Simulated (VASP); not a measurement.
# Sn (I4_1/amd) in VASP: single point with PBE

Aim: the single point of Sn with PBE.

Everything below comes from runs of VASP 6.6.1. Logs are shortened: lines on timing, memory, paths and dates and some standing lists are left out, and cuts for length are marked.

## Step 1: The cell of the first run

It takes space group I4_1/amd (No. 141, tetragonal). The conventional cell has a = 5.863 Å, b = 5.863 Å, c = 3.162 Å, α = 90.00°, β = 90.00°, γ = 90.00°. Sn (site symmetry -4m2) has 10 Sn at 3.04 to 3.77 Å within 4.0 Å.

## Step 2: Single point, PBE

File INCAR:

```
SYSTEM = Sn
PREC = Accurate
ENCUT = 520
EDIFF = 1E-6
ISMEAR = 0
SIGMA = 0.05
LREAL = .False.
LASPH = .True.
NELM = 100
ALGO = Fast
ISIF = 2
LWAVE = .False.
LCHARG = .False.
GGA = PE
NBANDS = 21
```

File KPOINTS:

```
regular mesh
0
Gamma
  16 16 16
  0 0 0
```

File POSCAR:

```
Sn
1.0
   -2.9315783667      2.9315783667      1.5808498719
    2.9315783667     -2.9315783667      1.5808498719
    2.9315783667      2.9315783667     -1.5808498719
Sn
2
Direct
    0.0000000000      0.0000000000      0.0000000000
    0.7500000000      0.2500000000      0.5000000000
```

Potentials or basis: VASP PAW PBE potentials, release 64 (Sn_d).

The run is started by

```sh
$ cat potpaw_PBE.64/Sn_d/POTCAR > POTCAR
$ mpirun -np 1 vasp_std > vasp.out
```

OUTCAR:

```text
SYSTEM = Sn
   PREC = Accurate
   ENCUT = 520
   EDIFF = 1E-6
   ISMEAR = 0
   LREAL = .False.
   LASPH = .True.
   NELM = 100
   ISIF = 2
   GGA = PE

 ion  position               nearest neighbor table
   1  0.000  0.000  0.000-   2 3.04   2 3.04   2 3.04   2 3.04
   2  0.750  0.250  0.500-   1 3.04   1 3.04   1 3.04   1 3.04

  LATTYP: Found a body centered tetragonal cell.
 ALAT       =     5.8631567334
 C/A-ratio  =     0.5392487166

  Lattice vectors:

 A1 = (  -2.9315783667,   2.9315783667,   1.5808498719)
 A2 = (   2.9315783667,  -2.9315783667,   1.5808498719)
 A3 = (   2.9315783667,   2.9315783667,  -1.5808498719)

Analysis of symmetry for initial positions (statically):
=====================================================================
 Subroutine PRICEL returns:
 Original cell was already a primitive cell.

 Routine SETGRP: Setting up the symmetry group for a
 body centered tetragonal supercell.

 Subroutine GETGRP returns: Found 16 space group operations
 (whereof  8 operations were pure point group operations)
 out of a pool of 16 trial point group operations.

The static configuration has the point symmetry D_2d.
 The point group associated with its full space group is D_4h.

Analysis of symmetry for dynamics (positions and initial velocities):
=====================================================================
 Subroutine PRICEL returns:
 Original cell was already a primitive cell.

 Routine SETGRP: Setting up the symmetry group for a
 body centered tetragonal supercell.

 Subroutine GETGRP returns: Found 16 space group operations
 (whereof  8 operations were pure point group operations)
 out of a pool of 16 trial point group operations.

The dynamic configuration has the point symmetry D_2d.
 The point group associated with its full space group is D_4h.

 Subroutine INISYM returns: Found 16 space group operations
 (whereof  8 operations are pure point group operations),
 and found     1 'primitive' translations

----------------------------------------------------------------------------------------

                                     Primitive cell

  volume of cell :      54.3443

  direct lattice vectors                    reciprocal lattice vectors
    -2.931578367  2.931578367  1.580849872     0.000000000  0.170556587  0.316285568
     2.931578367 -2.931578367  1.580849872     0.170556587  0.000000000  0.316285568
     2.931578367  2.931578367 -1.580849872     0.170556587  0.170556587  0.000000000

  length of vectors
     4.437047414  4.437047414  4.437047414     0.359341217  0.359341217  0.241203438

  position of ions in fractional coordinates (direct lattice)
     0.000000000  0.000000000  0.000000000
     0.750000000  0.250000000  0.500000000

  ion indices of the primitive-cell ions
   primitive index   ion index
                 1           1
                 2           2

----------------------------------------------------------------------------------------

 KPOINTS: regular mesh

Automatic generation of k-mesh.
 Grid dimensions read from file:
 generate k-points for:   16   16   16

 Generating k-lattice:

  Cartesian coordinates                     Fractional coordinates (reciprocal lattice)
     0.000000000  0.010659787  0.019767848     0.062500000  0.000000000  0.000000000
     0.010659787  0.000000000  0.019767848     0.000000000  0.062500000  0.000000000
     0.010659787  0.010659787  0.000000000     0.000000000  0.000000000  0.062500000

  Length of vectors
     0.022458826  0.022458826  0.015075215

  Shift w.r.t. Gamma in fractional coordinates (k-lattice)
     0.000000000  0.000000000  0.000000000

 Subroutine IBZKPT returns following result:
 ===========================================

 Found    349 irreducible k-points:

 Following reciprocal coordinates:
            Coordinates               Weight
  0.000000  0.000000  0.000000      1.000000
  0.062500  0.000000  0.000000      8.000000
  0.125000  0.000000  0.000000      8.000000
  0.187500  0.000000  0.000000      8.000000
  0.250000  0.000000  0.000000      8.000000
  0.312500 -0.000000  0.000000      8.000000
[... 16 lines left out ...]
 -0.125000  0.062500  0.000000     16.000000
 -0.062500  0.062500  0.000000      4.000000
 [... further k-points ...]
   k-points           NKPTS =    349   k-points in BZ     NKDIM =    349   number of bands    NBANDS=     21
   number of dos      NEDOS =    301   number of ions     NIONS =      2
   total plane-waves  NPLWV =  46656
   dimension x,y,z NGX =    36 NGY =   36 NGZ =   36
   dimension x,y,z NGXF=    72 NGYF=   72 NGZF=   72
   ions per type =               2
   NGX,Y,Z   is equivalent  to a cutoff of  13.49, 13.49, 13.49 a.u.
   NGXF,Y,Z  is equivalent  to a cutoff of  26.98, 26.98, 26.98 a.u.
 SYSTEM =  Sn
   PREC   = accura    normal or accurate (medium, high low for compatibility)
   ISTART =      0    job   : 0-new  1-cont  2-samecut
   ICHARG =      2    charge: 1-file 2-atom 10-const
   ISPIN  =      1    spin polarized calculation?
   LNONCOLLINEAR =      F non collinear calculations
   LSORBIT =      F    spin-orbit coupling
   LASPH  =      T    aspherical Exc in radial PAW
   ENCUT  =  520.0 eV  38.22 Ry    6.18 a.u.   8.25  8.25  8.25*2*pi/ulx,y,z
   NELM   =    100;   NELMIN=  2; NELMDL= -5     # of ELM steps
   EDIFF  = 0.1E-05   stopping-criterion for ELM
   LREAL  =      F    real-space projection
   EDIFFG = 0.1E-04   stopping-criterion for IOM
   NSW    =      0    number of steps for IOM
   IBRION =     -1    ionic relax: 0-MD 1-quasi-New 2-CG
   NFREE  =      0    steps in history (QN), initial steepest desc. (CG)
   ISIF   =      2    stress and relaxation
   ISYM   =      2    0-nonsym 1-usesym 2-fastsym
   POTIM  = 0.5000    time-step for ionic-motion
   TEBEG  =    0.0;   TEEND  =   0.0 temperature during run
   PSTRESS=    0.0 pullay stress
   NELECT =      28.0000    total number of electrons
   NUPDOWN=      -1.0000    fix difference up-down
   EMIN   =  10.00;   EMAX   =-10.00  energy-range for DOS
   EFERMI =   0.00;   METHOD = LEGACY
   ISMEAR =     0;   SIGMA  =   0.05  broadening in eV -4-tet -1-fermi 0-gaus
   EFERMI_NEDOS =   21; number of points for ismear=-14 and -15
   IALGO  =     68    algorithm
   IMIX   =      4    mixing-type and parameters
     AMIX     =   0.40;   BMIX     =  1.00
     AMIX_MAG =   1.60;   BMIX_MAG =  1.00
  volume/ion in A,a.u.               =      27.17       183.37
  Fermi-wavevector in a.u.,A,eV,Ry     =   1.312430  2.480134 23.435677  1.722474
  Thomas-Fermi vector in A             =   2.442823
   LORBIT       =      0    0 simple, 1 ext, 2 COOP (PROOUT), +10 PAW based schemes
   GGA     = PE    functional components
   LHFCALC =     F    Hartree Fock is set to
   AEXX    =    0.0000 exact exchange contribution
   IVDW    =     0    specifies the selected vdW correction
   LEPSILON=     F    determine dielectric tensor
   LRPA    =     F    only Hartree local field effects (RPA)
 non-spin polarized calculation
 RMM-DIIS sequential band-by-band and
 Gauss-broadening in eV      SIGMA  =   0.05
  energy-cutoff  :      520.00
  volume of cell :       54.34
 maximum number of plane-waves:      1488
 NGX is ok and might be reduce to    36
   NGX = 17   NGY = 17   NGZ = 17

 number of electron      27.9999997 magnetization

 Free energy of the ion-electron system (eV)
  ---------------------------------------------------
  ext. energy  EPLUGINS =         0.00000000
  ---------------------------------------------------
  free energy    TOTEN  =        -7.59703073 eV

  energy without entropy =       -7.59593260  energy(sigma->0) =       -7.59648167

 E-fermi :   7.9734     XC(G=0): -10.2991

 val. band max:        7.9701728314   @ k =  -0.4375   0.1875   0.0000
 cond. band min:       7.9945074416   @ k =   0.4375   0.3750   0.0000
 fundamental gap:      0.0243346102
 Fermi energy:         7.9734259819

 k-point     1 :       0.0000    0.0000    0.0000
  band No.  band energies     occupation
      1     -13.6930      2.00000
      2     -13.6215      2.00000
      3     -13.5690      2.00000
      4     -13.5677      2.00000
      5     -13.4070      2.00000
      6     -13.4070      2.00000
[... 13 lines left out ...]
     20      17.7038      0.00000
     21      18.4116      0.00000

 k-point     2 :       0.0625    0.0000    0.0000
  band No.  band energies     occupation
      1     -13.6906      2.00000
      2     -13.6130      2.00000
      3     -13.5662      2.00000
      4     -13.5576      2.00000
      5     -13.4134      2.00000
      6     -13.4128      2.00000
[... 13 lines left out ...]
     20      17.6661      0.00000
     21      17.9600      0.00000

 k-point     3 :       0.1250    0.0000    0.0000
  band No.  band energies     occupation
      1     -13.6833      2.00000
      2     -13.5893      2.00000
      3     -13.5581      2.00000
      4     -13.5309      2.00000
      5     -13.4281      2.00000
      6     -13.4227      2.00000
[... 13 lines left out ...]
     20      16.7315      0.00000
     21      16.8064      0.00000

 k-point     4 :       0.1875    0.0000    0.0000
  band No.  band energies     occupation
      1     -13.6714      2.00000
      2     -13.5568      2.00000
      3     -13.5460      2.00000
      4     -13.4995      2.00000
      5     -13.4470      2.00000
      6     -13.4258      2.00000
[... 13 lines left out ...]
     20      15.8501      0.00000
     21      16.3212      0.00000

 k-point     5 :       0.2500    0.0000    0.0000
  band No.  band energies     occupation
      1     -13.6570      2.00000
      2     -13.5324      2.00000
      3     -13.5278      2.00000
      4     -13.4863      2.00000
      5     -13.4660      2.00000
      6     -13.4247      2.00000
[... 13 lines left out ...]
     20      15.1712      0.00000
     21      16.5253      0.00000
[... 382 lines left out ...]
     20      16.1647      0.00000
     21      16.3240      0.00000

 k-point    22 :      -0.1875    0.0625    0.0000
  band No.  band energies     occupation
      1     -13.6745      2.00000
      2     -13.5912      2.00000
      3     -13.5509      2.00000
      4     -13.5381      2.00000
      5     -13.4275      2.00000
      6     -13.4166      2.00000
[... 13 lines left out ...]
     20      16.8019      0.00000
     21      17.0873      0.00000

 k-point    23 :      -0.1250    0.0625    0.0000
  band No.  band energies     occupation
      1     -13.6843      2.00000
      2     -13.6140      2.00000
      3     -13.5619      2.00000
      4     -13.5607      2.00000
      5     -13.4147      2.00000
      6     -13.4093      2.00000
[... 13 lines left out ...]
     20      17.7881      0.00000
     21      18.0627      0.00000

 k-point    24 :      -0.0625    0.0625    0.0000
  band No.  band energies     occupation
      1     -13.6897      2.00000
      2     -13.6220      2.00000
      3     -13.5696      2.00000
      4     -13.5663      2.00000
      5     -13.4085      2.00000
      6     -13.4053      2.00000
[... 13 lines left out ...]
     20      17.9478      0.00000
     21      18.4466      0.00000

 [... further k-points ...]

------------------------ aborting loop because EDIFF is reached ----------------------------------------

  FORCE on cell =-STRESS in cart. coord.  units (eV):
  Direction    XX          YY          ZZ          XY          YZ          ZX
  --------------------------------------------------------------------------------------
  -------------------------------------------------------------------------------------
  Total        0.7658644      0.7658644      0.7746868      0.0000000      0.0000000      0.0000000
  in kB       22.5792157     22.5792157     22.8393166      0.0000000      0.0000000      0.0000000
  external PRESSURE =      22.6659160 kB  Pullay stress =       0.0000000 kB

 VOLUME and BASIS-vectors are now :
 -----------------------------------------------------------------------------
  energy-cutoff  :      520.00
  volume of cell :       54.34
      direct lattice vectors                 reciprocal lattice vectors
    -2.931578367  2.931578367  1.580849872     0.000000000  0.170556587  0.316285568
     2.931578367 -2.931578367  1.580849872     0.170556587  0.000000000  0.316285568
     2.931578367  2.931578367 -1.580849872     0.170556587  0.170556587  0.000000000

 POSITION                                       TOTAL-FORCE (eV/Angst)
 -----------------------------------------------------------------------------------
      0.00000      0.00000      0.00000         0.000000     -0.000000     -0.000000
      0.00000      2.93158      0.79042        -0.000000      0.000000      0.000000
 -----------------------------------------------------------------------------------
    total drift:                               -0.000000      0.000000     -0.000000

  FREE ENERGIE OF THE ION-ELECTRON SYSTEM (eV)
  ---------------------------------------------------
  free  energy   TOTEN  =        -7.5970307291 eV

  energy  without entropy=       -7.5959326048  energy(sigma->0) =       -7.59648167
```

Wall time 3 min (1 thread of Intel Xeon 6975P-C (Granite Rapids), shared host); peak memory 0.44 GiB.

Results:

```
Free energy            : -7.5970 eV
Pressure               : 2.3 GPa
Band gap on the k mesh : zero (band 14 reaches 9.56 eV, above the bottom of band 15 at 5.31 eV)
```

Caveat: spin-orbit coupling is left out, which moves the levels of the heavy elements.
